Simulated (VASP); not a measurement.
# W3O (Cccm) in VASP: single point with PBEsol

Aim: the single point of W3O with PBEsol.

Everything below comes from runs of VASP 6.6.1. Logs are shortened: lines on timing, memory, paths and dates and some standing lists are left out, and cuts for length are marked.

### Step 1. The cell of the first run

It takes space group Cccm (No. 66, orthorhombic). Conventional cell: a = 6.807 Å, b = 6.858 Å, c = 4.831 Å, α = 90.00°, β = 90.00°, γ = 90.00°. Within 3.2 Å of W (site symmetry m) lie 10 W at 2.42 to 2.97 Å and 4 O at 2.69 to 2.71 Å. W (site symmetry 222) has 10 W at 2.42 to 2.97 Å and 4 O at 2.70 Å within 3.2 Å. O (site symmetry 2/m) has 12 W at 2.69 to 2.71 Å within 3.6 Å.

### Step 2. Single point, PBEsol (strain +0.0075 x Voigt [0, 0, 0, 0, 0, 1])

The input, INCAR:

```
PREC = Accurate
ENCUT = 520
EDIFF = 1E-6
ISMEAR = 0
SIGMA = 0.15
LREAL = False
LASPH = True
NELM = 100
ALGO = Normal
ISIF = 2
LWAVE = False
LCHARG = False
GGA = PS
NBANDS = 58
```

The input, KPOINTS:

```
Automatic mesh
0
Gamma
  8 8 8
```

The input, POSCAR:

```
W3O
1.0
    4.8313496810      0.0181175613      0.0000000000
    0.0181175613      4.8313496810      0.0000000000
    0.0000000000      0.0000000000      4.8313496810
W O
6 2
Direct
    0.5000000000      0.7500000000      0.0000000000
    0.0000000000      0.5000000000      0.7500000000
    0.2500000000      0.0000000000      0.5000000000
    0.5000000000      0.2500000000      0.0000000000
    0.0000000000      0.5000000000      0.2500000000
    0.7500000000      0.0000000000      0.5000000000
    0.5000000000      0.5000000000      0.5000000000
    0.0000000000      0.0000000000      0.0000000000
```

Potentials or basis: VASP PAW PBE potentials, release 64 (W_sv, O).

Run with:

```sh
$ cat potpaw_PBE.64/W_sv/POTCAR potpaw_PBE.64/O/POTCAR > POTCAR
$ mpirun -np 1 vasp_std > vasp.out
```

OUTCAR:

```text
PREC = Accurate
   ENCUT = 520
   EDIFF = 1E-6
   ISMEAR = 0
   LREAL = False
   LASPH = True
   NELM = 100
   ISIF = 2
   GGA = PS

 ion  position               nearest neighbor table
   1  0.500  0.750  0.000-   4 2.42   4 2.42   8 2.69   7 2.70   7 2.70   8 2.71   5 2.95   2 2.95
                             3 2.95   3 2.95   6 2.96   6 2.96   5 2.97   2 2.97
   2  0.000  0.500  0.750-   5 2.42   5 2.42   8 2.70   7 2.70   8 2.70   7 2.70   3 2.95   6 2.95
                             1 2.95   4 2.95   3 2.97   1 2.97   4 2.97   6 2.97
   3  0.250  0.000  0.500-   6 2.42   6 2.42   7 2.69   8 2.70   8 2.70   7 2.71   2 2.95   5 2.95
                             1 2.95   1 2.95   4 2.96   4 2.96   2 2.97   5 2.97
   4  0.500  0.250  0.000-   1 2.42   1 2.42   8 2.69   7 2.70   7 2.70   8 2.71   5 2.95   2 2.95
                             6 2.95   6 2.95   3 2.96   3 2.96   2 2.97   5 2.97
   5  0.000  0.500  0.250-   2 2.42   2 2.42   8 2.70   7 2.70   8 2.70   7 2.70   3 2.95   6 2.95
                             1 2.95   4 2.95   1 2.97   3 2.97   4 2.97   6 2.97
   6  0.750  0.000  0.500-   3 2.42   3 2.42   7 2.69   8 2.70   8 2.70   7 2.71   2 2.95   5 2.95
                             4 2.95   4 2.95   1 2.96   1 2.96   5 2.97   2 2.97
   7  0.500  0.500  0.500-   3 2.69   6 2.69   4 2.70   1 2.70   4 2.70   1 2.70   5 2.70   2 2.70
                             2 2.70   5 2.70   3 2.71   6 2.71
   8  0.000  0.000  0.000-   1 2.69   4 2.69   6 2.70   3 2.70   6 2.70   3 2.70   2 2.70   2 2.70
                             5 2.70   5 2.70   1 2.71   4 2.71

  LATTYP: Found a base centered orthorhombic cell.
 ALAT       =     6.8069381425
 B/A-ratio  =     1.0075282309
 C/A-ratio  =     0.7097684127

  Lattice vectors:

 A1 = (  -0.0181175613,  -4.8313496810,   0.0000000000)
 A2 = (   4.8313496810,   0.0181175613,   0.0000000000)
 A3 = (   0.0000000000,   0.0000000000,   4.8313496810)

Analysis of symmetry for initial positions (statically):
=====================================================================
 Subroutine PRICEL returns:
 Original cell was already a primitive cell.

 Routine SETGRP: Setting up the symmetry group for a
 base centered orthorhombic supercell.

 Subroutine GETGRP returns: Found  8 space group operations
 (whereof  4 operations were pure point group operations)
 out of a pool of  8 trial point group operations.

The static configuration has the point symmetry C_2h.
 The point group associated with its full space group is D_2h.

Analysis of symmetry for dynamics (positions and initial velocities):
=====================================================================
 Subroutine PRICEL returns:
 Original cell was already a primitive cell.

 Routine SETGRP: Setting up the symmetry group for a
 base centered orthorhombic supercell.

 Subroutine GETGRP returns: Found  8 space group operations
 (whereof  4 operations were pure point group operations)
 out of a pool of  8 trial point group operations.

The dynamic configuration has the point symmetry C_2h.
 The point group associated with its full space group is D_2h.

 Subroutine INISYM returns: Found  8 space group operations
 (whereof  4 operations are pure point group operations),
 and found     1 'primitive' translations

----------------------------------------------------------------------------------------

                                     Primitive cell

  volume of cell :     112.7715

  direct lattice vectors                    reciprocal lattice vectors
     4.831349681  0.018117561  0.000000000     0.206984410 -0.000776192  0.000000000
     0.018117561  4.831349681  0.000000000    -0.000776192  0.206984410  0.000000000
     0.000000000  0.000000000  4.831349681     0.000000000  0.000000000  0.206981499

  length of vectors
     4.831383651  4.831383651  4.831349681     0.206985865  0.206985865  0.206981499

  position of ions in fractional coordinates (direct lattice)
     0.500000000  0.750000000  0.000000000
     0.000000000  0.500000000  0.750000000
     0.250000000  0.000000000  0.500000000
     0.500000000  0.250000000  0.000000000
     0.000000000  0.500000000  0.250000000
     0.750000000  0.000000000  0.500000000
     0.500000000  0.500000000  0.500000000
     0.000000000  0.000000000  0.000000000

  ion indices of the primitive-cell ions
   primitive index   ion index
                 1           1
                 2           2
                 3           3
                 4           4
                 5           5
                 6           6
                 7           7
                 8           8

----------------------------------------------------------------------------------------

 KPOINTS: Automatic mesh

Automatic generation of k-mesh.
 Grid dimensions read from file:
 generate k-points for:    8    8    8

 Generating k-lattice:

  Cartesian coordinates                     Fractional coordinates (reciprocal lattice)
     0.025873051 -0.000097024  0.000000000     0.125000000  0.000000000  0.000000000
    -0.000097024  0.025873051  0.000000000     0.000000000  0.125000000  0.000000000
     0.000000000  0.000000000  0.025872687     0.000000000  0.000000000  0.125000000

  Length of vectors
     0.025873233  0.025873233  0.025872687

  Shift w.r.t. Gamma in fractional coordinates (k-lattice)
     0.000000000  0.000000000  0.000000000

 Subroutine IBZKPT returns following result:
 ===========================================

 Found    105 irreducible k-points:

 Following reciprocal coordinates:
            Coordinates               Weight
  0.000000  0.000000  0.000000      1.000000
  0.125000  0.000000  0.000000      4.000000
  0.250000  0.000000  0.000000      4.000000
  0.375000  0.000000  0.000000      4.000000
  0.500000  0.000000  0.000000      2.000000
  0.125000  0.125000  0.000000      2.000000
[... 16 lines left out ...]
  0.125000  0.000000  0.125000      8.000000
  0.250000  0.000000  0.125000      8.000000
 [... further k-points ...]
   k-points           NKPTS =    105   k-points in BZ     NKDIM =    105   number of bands    NBANDS=     58
   number of dos      NEDOS =    301   number of ions     NIONS =      8
   total plane-waves  NPLWV =  46656
   dimension x,y,z NGX =    36 NGY =   36 NGZ =   36
   dimension x,y,z NGXF=    72 NGYF=   72 NGZF=   72
   ions per type =               6   2
   NGX,Y,Z   is equivalent  to a cutoff of  12.39, 12.39, 12.39 a.u.
   NGXF,Y,Z  is equivalent  to a cutoff of  24.77, 24.77, 24.78 a.u.
 SYSTEM =  unknown system
   PREC   = accura    normal or accurate (medium, high low for compatibility)
   ISTART =      0    job   : 0-new  1-cont  2-samecut
   ICHARG =      2    charge: 1-file 2-atom 10-const
   ISPIN  =      1    spin polarized calculation?
   LNONCOLLINEAR =      F non collinear calculations
   LSORBIT =      F    spin-orbit coupling
   LASPH  =      T    aspherical Exc in radial PAW
   ENCUT  =  520.0 eV  38.22 Ry    6.18 a.u.   8.98  8.98  8.98*2*pi/ulx,y,z
   NELM   =    100;   NELMIN=  2; NELMDL= -5     # of ELM steps
   EDIFF  = 0.1E-05   stopping-criterion for ELM
   LREAL  =      F    real-space projection
   EDIFFG = 0.1E-04   stopping-criterion for IOM
   NSW    =      0    number of steps for IOM
   IBRION =     -1    ionic relax: 0-MD 1-quasi-New 2-CG
   NFREE  =      0    steps in history (QN), initial steepest desc. (CG)
   ISIF   =      2    stress and relaxation
   ISYM   =      2    0-nonsym 1-usesym 2-fastsym
   POTIM  = 0.5000    time-step for ionic-motion
   TEBEG  =    0.0;   TEEND  =   0.0 temperature during run
   PSTRESS=    0.0 pullay stress
   NELECT =      96.0000    total number of electrons
   NUPDOWN=      -1.0000    fix difference up-down
   EMIN   =  10.00;   EMAX   =-10.00  energy-range for DOS
   EFERMI =   0.00;   METHOD = LEGACY
   ISMEAR =     0;   SIGMA  =   0.15  broadening in eV -4-tet -1-fermi 0-gaus
   EFERMI_NEDOS =   21; number of points for ismear=-14 and -15
   IALGO  =     38    algorithm
   IMIX   =      4    mixing-type and parameters
     AMIX     =   0.40;   BMIX     =  1.00
     AMIX_MAG =   1.60;   BMIX_MAG =  1.00
  volume/ion in A,a.u.               =      14.10        95.13
  Fermi-wavevector in a.u.,A,eV,Ry     =   1.551549  2.932002 32.753360  2.407304
  Thomas-Fermi vector in A             =   2.656052
   LORBIT       =      0    0 simple, 1 ext, 2 COOP (PROOUT), +10 PAW based schemes
   GGA     = PS    functional components
   LHFCALC =     F    Hartree Fock is set to
   AEXX    =    0.0000 exact exchange contribution
   IVDW    =     0    specifies the selected vdW correction
   LEPSILON=     F    determine dielectric tensor
   LRPA    =     F    only Hartree local field effects (RPA)
 non-spin polarized calculation
 Gauss-broadening in eV      SIGMA  =   0.15
  energy-cutoff  :      520.00
  volume of cell :      112.77
 maximum number of plane-waves:      3064
   NGX = 17   NGY = 17   NGZ = 17

 number of electron      95.9999960 magnetization

 Free energy of the ion-electron system (eV)
  ---------------------------------------------------
  ext. energy  EPLUGINS =         0.00000000
  ---------------------------------------------------
  free energy    TOTEN  =       -86.55615780 eV

  energy without entropy =      -86.47938740  energy(sigma->0) =      -86.51777260

 E-fermi :  10.0908     XC(G=0): -13.4050

 val. band max:       10.0897677736   @ k =   0.1250   0.1250   0.1250
 cond. band min:      10.0915909762   @ k =   0.1250   0.0000   0.1250
 fundamental gap:      0.0018232025
 Fermi energy:        10.0908429463

 k-point     1 :       0.0000    0.0000    0.0000
  band No.  band energies     occupation
      1     -64.1027      2.00000
      2     -64.0366      2.00000
      3     -64.0366      2.00000
      4     -63.8010      2.00000
      5     -63.8006      2.00000
      6     -63.8002      2.00000
[... 50 lines left out ...]
     57      13.5806      0.00000
     58      14.1166      0.00000

 k-point     2 :       0.1250    0.0000    0.0000
  band No.  band energies     occupation
      1     -64.0980      2.00000
      2     -64.0385      2.00000
      3     -64.0299      2.00000
      4     -63.8104      2.00000
      5     -63.8007      2.00000
      6     -63.8006      2.00000
[... 50 lines left out ...]
     57      13.3608      0.00000
     58      14.0055      0.00000

 k-point     3 :       0.2500    0.0000    0.0000
  band No.  band energies     occupation
      1     -64.0869      2.00000
      2     -64.0438      2.00000
      3     -64.0087      2.00000
      4     -63.8383      2.00000
      5     -63.8007      2.00000
      6     -63.8007      2.00000
[... 1216 lines left out ...]
      3     -64.0279      2.00000
      4     -63.8113      2.00000
      5     -63.8097      2.00000
      6     -63.8006      2.00000
[... 50 lines left out ...]
     57      13.2375      0.00000
     58      13.9352      0.00000

 k-point    24 :       0.2500    0.0000    0.1250
  band No.  band energies     occupation
      1     -64.0820      2.00000
      2     -64.0391      2.00000
      3     -64.0087      2.00000
      4     -63.8384      2.00000
      5     -63.8105      2.00000
      6     -63.8006      2.00000
[... 50 lines left out ...]
     57      13.0408      0.00000
     58      13.5651      0.00000

 [... further k-points ...]

------------------------ aborting loop because EDIFF is reached ----------------------------------------

  FORCE on cell =-STRESS in cart. coord.  units (eV):
  Direction    XX          YY          ZZ          XY          YZ          ZX
  --------------------------------------------------------------------------------------
  -------------------------------------------------------------------------------------
  Total        0.7073053      0.7073053      0.6984269     -0.0663730      0.0000000      0.0000000
  in kB       10.0488917     10.0488917      9.9227547     -0.9429801      0.0000000      0.0000000
  external PRESSURE =      10.0068460 kB  Pullay stress =       0.0000000 kB

 VOLUME and BASIS-vectors are now :
 -----------------------------------------------------------------------------
  energy-cutoff  :      520.00
  volume of cell :      112.77
      direct lattice vectors                 reciprocal lattice vectors
     4.831349681  0.018117561  0.000000000     0.206984410 -0.000776192  0.000000000
     0.018117561  4.831349681  0.000000000    -0.000776192  0.206984410  0.000000000
     0.000000000  0.000000000  4.831349681     0.000000000  0.000000000  0.206981499

 POSITION                                       TOTAL-FORCE (eV/Angst)
 -----------------------------------------------------------------------------------
      2.42926      3.63257      0.00000        -0.062242      0.000453     -0.000000
      0.00906      2.41567      3.62351         0.000000      0.000000     -0.000000
      1.20784      0.00453      2.41567         0.000453     -0.062242      0.000000
      2.42020      1.21690      0.00000         0.062242     -0.000453      0.000000
      0.00906      2.41567      1.20784         0.000000      0.000000      0.000000
      3.62351      0.01359      2.41567        -0.000453      0.062242     -0.000000
      2.42473      2.42473      2.41567         0.000000      0.000000      0.000000
      0.00000      0.00000      0.00000         0.000000      0.000000      0.000000
 -----------------------------------------------------------------------------------
    total drift:                                0.000000      0.000000     -0.000000

  FREE ENERGIE OF THE ION-ELECTRON SYSTEM (eV)
  ---------------------------------------------------
  free  energy   TOTEN  =       -86.5561578046 eV

  energy  without entropy=      -86.4793874037  energy(sigma->0) =      -86.51777260
```

It took 5 min on 1 thread of Intel Xeon Platinum 8488C (Sapphire Rapids), shared host; peak memory 0.54 GiB.

Results:

* Free energy: -86.5562 eV
* Pressure: 1.0 GPa
* Largest force: 0.062 eV/Å
* Band gap on the k mesh: zero (bands 48 and 49 overlap by 0.95 eV)

Forces in eV/Å, atoms in the order of the input:
```
W   -0.062  0.000  0.000
W    0.000  0.000  0.000
W    0.000 -0.062  0.000
W    0.062  0.000  0.000
W    0.000  0.000  0.000
W    0.000  0.062  0.000
O    0.000  0.000  0.000
O    0.000  0.000  0.000
```

Stress tensor (GPa, compression positive):
```
 1.00 -0.09  0.00
-0.09  1.00  0.00
 0.00  0.00  0.99
```

Caveat: the cell differs from its parent crystal (strain +0.0075 x Voigt [0, 0, 0, 0, 0, 1]); the PAW data sets were made with another functional, which shifts forces and pressure a little; spin-orbit coupling is left out, which moves the levels of the heavy elements.
